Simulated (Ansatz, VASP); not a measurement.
**Two plane-wave programs on GdN**

INCAR

```
PREC = Accurate ; ENCUT = 520
EDIFF = 1E-7 ; ISMEAR = 0
SIGMA = 0.05 ; LREAL = F
LASPH = T ; NELM = 150
ALGO = Normal ; ISIF = 2
LWAVE = F ; LCHARG = F
ISPIN = 2 ; MAGMOM = 7.63 -0.16
LORBIT = 11 ; LMAXMIX = 6
LDAU = T ; LDAUTYPE = 2
LDAUL = 3 -1 ; LDAUU = 6 0
LDAUJ = 0 0 ; LDAUPRINT = 1
GGA = PE ; NBANDS = 22
```

File KPOINTS:

```
regular mesh
0
Gamma
  8 8 8
```

The input POSCAR:

```
GdN
1.0
    0.0000000000      2.5043655497      2.5043655497
    2.5043655497      0.0000000000      2.5043655497
    2.5043655497      2.5043655497      0.0000000000
Gd N
1 1
Direct
    0.5000000000      0.5000000000      0.5000000000
    0.0000000000      0.0000000000      0.0000000000
```

Input for Ansatz:

```yaml
crystal:
  lattice:
    - [0.0, 2.5043655497, 2.5043655497]
    - [2.5043655497, 0.0, 2.5043655497]
    - [2.5043655497, 2.5043655497, 0.0]
  atoms:
    - { symbol: Gd, position: [0.5, 0.5, 0.5], spin: 7.64 }
    - { symbol: "N", position: [0.0, 0.0, 0.0] }
basis:
  ecutwfc: 420
  ecutrho_ratio: 4
kpoints:
  mp_grid: { grid: [8, 8, 8] }
hamiltonian:
  xc: pbe
  hubbard:
    sites:
      - { species: Gd, l: f, u_eff: 6.0, starting_ns: start.occupation_matrices }
    ns_hold: { iters: 6 }
scf:
  occupations: { method: gaussian, width: 0.05 }
  lower_state_search: "off"
output:
  forces: true
  stress: true
  eigenvalues: true
  populations: true
  hubbard: { sites: [{ species: Gd, l: f }] }
magnetization:
  spin_polarized: true
```

Alike in both runs: task single point; functional PBE; k mesh 8 × 8 × 8; occupations gaussian, width 0.05 eV; collinear spin; Hubbard terms Gd f U = 6.0 eV.

```csv
,VASP,Ansatz
version,VASP 6.6.1,Ansatz 0.2.0
potentials or method,"VASP PAW PBE potentials, release 64 (Gd, N), cutoff 520 eV","scalar-relativistic, plane waves, PAW"
valence electrons in the cell,23,23
```

VASP gave:

- gap on the k mesh at the Fermi level (eV): none
- pressure (GPa): -0.2
- net moment per atom (μB): 3.50
- size of the moment on the site where the two differ most (μB): 6.87

Task: What did Ansatz give for the same quantities?

Result: gap on the k mesh at the Fermi level (eV): none; pressure (GPa): -0.6; net moment per atom (μB): 3.50; size of the moment on the site where the two differ most (μB): 6.94.

Site moments also hang on the region over which each program counts them. The programs project onto different local orbitals, so the same U acts differently, and such runs can settle in different states. A gap of «none» marks a metal or a gap that the smearing closes. Ansatz's warnings: filled band counts differ across k points.

Spin-orbit coupling is off throughout.
